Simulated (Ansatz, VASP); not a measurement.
**LaAl2N3 in VASP and in Ansatz**

File INCAR:

```
PREC = Accurate
ENCUT = 520
EDIFF = 1E-6
ISMEAR = 0
SIGMA = 0.1
LREAL = F
LASPH = T
NELM = 100
ALGO = Normal
ISIF = 2
LWAVE = F
LCHARG = F
GGA = PE
NBANDS = 25
```

File KPOINTS:

```
Automatic mesh
0
Gamma
  6 6 2
```

POSCAR

```
LaAl2N3
1.0
    3.5009900000      0.0000000000      0.0000000000
   -1.7504950000      3.0319462800      0.0000000000
    0.0000000000      0.0000000000      8.5877800400
La Al N
1 2 3
Direct
    0.0000000000      0.0000000000      0.0000000000
    0.3333333300      0.6666666700      0.6616931600
    0.6666666700      0.3333333300      0.3383068400
    0.0000000000      0.0000000000      0.5000000000
    0.3333333300      0.6666666700      0.1769821900
    0.6666666700      0.3333333300      0.8230178100
```

Input for Ansatz:

```yaml
crystal:
  lattice:
    - [3.50099, 0.0, 0.0]
    - [-1.750495, 3.03194628, 0.0]
    - [0.0, 0.0, 8.58778004]
  atoms:
    - { symbol: La, position: [0.0, 0.0, 0.0] }
    - { symbol: Al, position: [0.33333333, 0.66666667, 0.66169316] }
    - { symbol: Al, position: [0.66666667, 0.33333333, 0.33830684] }
    - { symbol: "N", position: [0.0, 0.0, 0.5] }
    - { symbol: "N", position: [0.33333333, 0.66666667, 0.17698219] }
    - { symbol: "N", position: [0.66666667, 0.33333333, 0.82301781] }
basis:
  ecutwfc: 420
kpoints:
  mp_grid: { grid: [6, 6, 2] }
hamiltonian:
  xc: pbe
scf:
  occupations: { method: gaussian, width: 0.1 }
  lower_state_search: "off"
output:
  forces: true
  stress: true
  eigenvalues: true
```

Change from the starting cell: species swapped into the K3BrCl2 type (P-3m1, No. 164).

Alike in both runs: task single point; functional PBE; k mesh 6 × 6 × 2; occupations gaussian, width 0.1 eV; no spin polarisation.

```csv
,VASP,Ansatz
version,VASP 6.6.1,Ansatz 0.2.0
potentials or method,"VASP PAW PBE potentials, release 64 (La, Al, N), cutoff 520 eV","scalar-relativistic, plane waves, PAW"
valence electrons in the cell,32,32
```

|  | VASP | Ansatz | Ansatz less VASP |
| --- | --- | --- | --- |
| gap on the k mesh at the Fermi level (eV) | 0.67 | 0.67 | -0.003 |
| least direct gap on the mesh (eV) | 0.87 | 0.87 | +0.001 |
| pressure (GPa) | -22.3 | -22.1 | +0.13 |
| traceless stress, the component that is largest in VASP (GPa) | -4.77 | -4.73 | +0.041 |
| rms of the force components (eV/Å) | 0.557 | 0.563 | +0.0063 |

Atom by atom the forces differ by 0.006 eV/Å (rms over components).

Neither program's run includes spin-orbit coupling.
